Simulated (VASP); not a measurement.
# GaN (Fm-3m) in VASP: a series of runs, part 2 of 2

VASP 6.6.1. The steps go on from the part before.

## Step 5: Single point, PBEsol (volume scaled by 0.99)

Contents of INCAR:

```
SYSTEM = GaN
  PREC = Accurate
  ENCUT = 520
  EDIFF = 1E-7
  ISMEAR = -1
  SIGMA = 0.02
  LREAL = .False.
  LASPH = .True.
  NELM = 60
  ALGO = Normal
  ISIF = 2
  LWAVE = .False.
  LCHARG = .False.
  GGA = PS
  NBANDS = 16
```

Contents of KPOINTS:

```
Automatic mesh
0
Gamma
  10 10 10
  0 0 0
```

Contents of POSCAR:

```
GaN
1.0
    0.0000000000      1.9858360706      1.9858360706
    1.9858360706      0.0000000000      1.9858360706
    1.9858360706      1.9858360706      0.0000000000
Ga N
1 1
Direct
    0.5000000000      0.5000000000      0.5000000000
    0.0000000000      0.0000000000      0.0000000000
```

Potentials or basis: VASP PAW PBE potentials, release 64 (Ga_d, N).

The run is started by

```console
$ cat potpaw_PBE.64/Ga_d/POTCAR potpaw_PBE.64/N/POTCAR > POTCAR
$ mpirun -np 1 vasp_std > vasp.out
```

OUTCAR:

```text
SYSTEM = GaN
   PREC = Accurate
   ENCUT = 520
   EDIFF = 1E-7
   ISMEAR = -1
   LREAL = .False.
   LASPH = .True.
   NELM = 60
   ISIF = 2
   GGA = PS

 ion  position               nearest neighbor table
   1  0.500  0.500  0.500-   2 1.99   2 1.99   2 1.99   2 1.99   2 1.99   2 1.99
   2  0.000  0.000  0.000-   1 1.99   1 1.99   1 1.99   1 1.99   1 1.99   1 1.99

  LATTYP: Found a face centered cubic cell.
 ALAT       =     3.9716721412

  Lattice vectors:

 A1 = (   0.0000000000,   1.9858360706,   1.9858360706)
 A2 = (   1.9858360706,   0.0000000000,   1.9858360706)
 A3 = (   1.9858360706,   1.9858360706,   0.0000000000)

Analysis of symmetry for initial positions (statically):
=====================================================================
 Subroutine PRICEL returns:
 Original cell was already a primitive cell.

 Routine SETGRP: Setting up the symmetry group for a
 face centered cubic supercell.

 Subroutine GETGRP returns: Found 48 space group operations
 (whereof 48 operations were pure point group operations)
 out of a pool of 48 trial point group operations.

The static configuration has the point symmetry O_h .

Analysis of symmetry for dynamics (positions and initial velocities):
=====================================================================
 Subroutine PRICEL returns:
 Original cell was already a primitive cell.

 Routine SETGRP: Setting up the symmetry group for a
 face centered cubic supercell.

 Subroutine GETGRP returns: Found 48 space group operations
 (whereof 48 operations were pure point group operations)
 out of a pool of 48 trial point group operations.

The dynamic configuration has the point symmetry O_h .

 Subroutine INISYM returns: Found 48 space group operations
 (whereof 48 operations are pure point group operations),
 and found     1 'primitive' translations

[... 105 lines left out ...]
   NELECT =      18.0000    total number of electrons
   NUPDOWN=      -1.0000    fix difference up-down
   EMIN   =  10.00;   EMAX   =-10.00  energy-range for DOS
   EFERMI =   0.00;   METHOD = LEGACY
   ISMEAR =    -1;   SIGMA  =   0.02  broadening in eV -4-tet -1-fermi 0-gaus
   EFERMI_NEDOS =   21; number of points for ismear=-14 and -15
   IALGO  =     38    algorithm
   IMIX   =      4    mixing-type and parameters
     AMIX     =   0.40;   BMIX     =  1.00
     AMIX_MAG =   1.60;   BMIX_MAG =  1.00
  volume/ion in A,a.u.               =       7.83        52.85
  Fermi-wavevector in a.u.,A,eV,Ry     =   1.714795  3.240493 40.008241  2.940523
  Thomas-Fermi vector in A             =   2.792287
   LORBIT       =      0    0 simple, 1 ext, 2 COOP (PROOUT), +10 PAW based schemes
   GGA     = PS    functional components
   LHFCALC =     F    Hartree Fock is set to
   AEXX    =    0.0000 exact exchange contribution
   IVDW    =     0    specifies the selected vdW correction
   LEPSILON=     F    determine dielectric tensor
   LRPA    =     F    only Hartree local field effects (RPA)
 non-spin polarized calculation
  energy-cutoff  :      520.00
  volume of cell :       15.66
 maximum number of plane-waves:       444
 NGX is ok and might be reduce to    24
   NGX = 11   NGY = 11   NGZ = 11

 number of electron      17.9999997 magnetization

 Free energy of the ion-electron system (eV)
  ---------------------------------------------------
  ext. energy  EPLUGINS =         0.00000000
  ---------------------------------------------------
  free energy    TOTEN  =       -11.72044427 eV

  energy without entropy =      -11.72044427  energy(sigma->0) =      -11.72044427

 E-fermi :  10.7437     XC(G=0): -14.3905

 val. band max:       10.3240618290   @ k =  -0.2000   0.2000   0.0000
 cond. band min:      12.1231087375   @ k =   0.5000   0.5000   0.0000
 fundamental gap:      1.7990469085
 Fermi energy:        10.7437465079

 k-point     1 :       0.0000    0.0000    0.0000
  band No.  band energies     occupation
      1      -9.0618      2.00000
      2      -3.6283      2.00000
      3      -3.6283      2.00000
      4      -3.6283      2.00000
      5      -3.4701      2.00000
      6      -3.4701      2.00000
[... 433 lines left out ...]
      3      -3.4194      2.00000
      4      -3.3862      2.00000
      5      -3.2373      2.00000
      6      -2.6999      2.00000
[... 8 lines left out ...]
     15      37.6478      0.00000
     16      39.6297      0.00000

 [... further k-points ...]
[... 5 lines left out ...]
  --------------------------------------------------------------------------------------
  -------------------------------------------------------------------------------------
  Total        6.2886905      6.2886905      6.2886905     -0.0000000     -0.0000000      0.0000000
  in kB      643.2956588    643.2956588    643.2956588     -0.0000000     -0.0000000      0.0000000
  external PRESSURE =     643.2956588 kB  Pullay stress =       0.0000000 kB

 VOLUME and BASIS-vectors are now :
 -----------------------------------------------------------------------------
  energy-cutoff  :      520.00
  volume of cell :       15.66
      direct lattice vectors                 reciprocal lattice vectors
     0.000000000  1.985836071  1.985836071    -0.251783119  0.251783119  0.251783119
     1.985836071  0.000000000  1.985836071     0.251783119 -0.251783119  0.251783119
     1.985836071  1.985836071  0.000000000     0.251783119  0.251783119 -0.251783119

 POSITION                                       TOTAL-FORCE (eV/Angst)
 -----------------------------------------------------------------------------------
      1.98584      1.98584      1.98584         0.000000      0.000000      0.000000
      0.00000      0.00000      0.00000        -0.000000     -0.000000      0.000000
 -----------------------------------------------------------------------------------
    total drift:                                0.000000     -0.000000      0.000000

  FREE ENERGIE OF THE ION-ELECTRON SYSTEM (eV)
  ---------------------------------------------------
  free  energy   TOTEN  =       -11.7204442735 eV

  energy  without entropy=      -11.7204442735  energy(sigma->0) =      -11.72044427
```

OSZICAR:

```text
N       E                     dE             d eps       ncg     rms          rms(c)
DAV:   1     0.768340451577E+02    0.76834E+02   -0.89861E+03  1680   0.230E+03
DAV:   2    -0.943722582514E+01   -0.86271E+02   -0.80377E+02  1768   0.341E+02
DAV:   3    -0.136055030549E+02   -0.41683E+01   -0.41546E+01  1736   0.637E+01
DAV:   4    -0.136368465738E+02   -0.31344E-01   -0.31342E-01  1856   0.570E+00
DAV:   5    -0.136371208236E+02   -0.27425E-03   -0.27425E-03  1808   0.511E-01    0.756E+00
DAV:   6    -0.117843672975E+02    0.18528E+01   -0.35506E+00  2224   0.475E+01    0.253E+00
DAV:   7    -0.117455154974E+02    0.38852E-01   -0.29509E-01  1704   0.515E+00    0.163E+00
DAV:   8    -0.117220819507E+02    0.23434E-01   -0.22915E-02  2048   0.262E+00    0.351E-01
DAV:   9    -0.117205028010E+02    0.15791E-02   -0.53187E-03  2000   0.239E+00    0.729E-02
DAV:  10    -0.117204463647E+02    0.56436E-04   -0.30242E-04  1688   0.213E-01    0.257E-02
DAV:  11    -0.117204440871E+02    0.22777E-05   -0.45898E-05  1944   0.101E-01    0.186E-02
DAV:  12    -0.117204442747E+02   -0.18763E-06   -0.18762E-06  1688   0.151E-02    0.562E-03
DAV:  13    -0.117204442735E+02    0.11696E-08   -0.55718E-08  1248   0.268E-03
   1 F= -.11720444E+02 E0= -.11720444E+02  d E =-.128279E-10
```

stdout:

```text
POSCAR found type information on POSCAR GaN
 POSCAR found :  2 types and       2 ions
 scaLAPACK will be used
 -----------------------------------------------------------------------------
|                                                                             |
|                                                                             |
|     You enforced a specific xc type in the INCAR file but a different       |
|     I HOPE YOU KNOW WHAT YOU ARE DOING!                                     |
|                                                                             |
 -----------------------------------------------------------------------------

 LDA part: xc-table for (Slater+PW92), standard interpolation
 POSCAR, INCAR and KPOINTS ok, starting setup
 FFT: planning ... GRIDC
 FFT: planning ... GRID_SOFT
 FFT: planning ... GRID
 WAVECAR not read
 entering main loop
```

Wall time 8.6 s (1 thread of Intel Xeon Platinum 8488C (Sapphire Rapids), shared host); peak memory 0.14 GiB.

Results:

```yaml
Free_energy: -11.7204 eV
Pressure: 64.3 GPa
Band_gap_on_the_k_mesh: 1.80 eV, indirect (least direct gap 5.37 eV)
```

Levels at points of the mesh, in eV from the valence-band top:
```
           k point  band 6  band 7  band 8  band 9  band 10  band 11  band 12  band 13
(0.00, 0.00, 0.00)  -13.79   -0.77   -0.77   -0.77     4.60    15.77    15.77    15.77
(0.50, 0.00, 0.00)  -13.57   -9.25   -0.13   -0.13     5.42    10.09    10.09    12.05
(0.50, 0.50, 0.00)  -10.40   -8.79   -3.85   -3.85     1.80     7.92    13.82    17.01
```

Caveat: the PAW data sets were made with another functional, which shifts forces and pressure a little. A k mesh can miss the band edges.

## Step 6: The runs side by side

```tsv
cell	gap on the mesh (eV)	pressure (GPa)
a = 2.780 Å, angles 60.0°, 2 atoms	2.03	80.4
a = 2.827 Å, angles 60.0°, 2 atoms	1.65	54.8
a = 2.855 Å, angles 60.0°, 2 atoms	1.45	42.1
a = 2.808 Å, angles 60.0°, 2 atoms	1.80	64.3
```

Alike in all rows: task single point; level PBEsol; potentials or basis VASP PAW PBE potentials, release 64 (Ga_d, N); no spin polarisation; k mesh 10 × 10 × 10; cutoff (eV) 520; smearing fermi-dirac 0.02 eV.

Caveats: the PAW data sets were made with another functional, which shifts forces and pressure a little.

Total energies depend on the potentials used, so only differences within one code and one set of settings carry meaning.
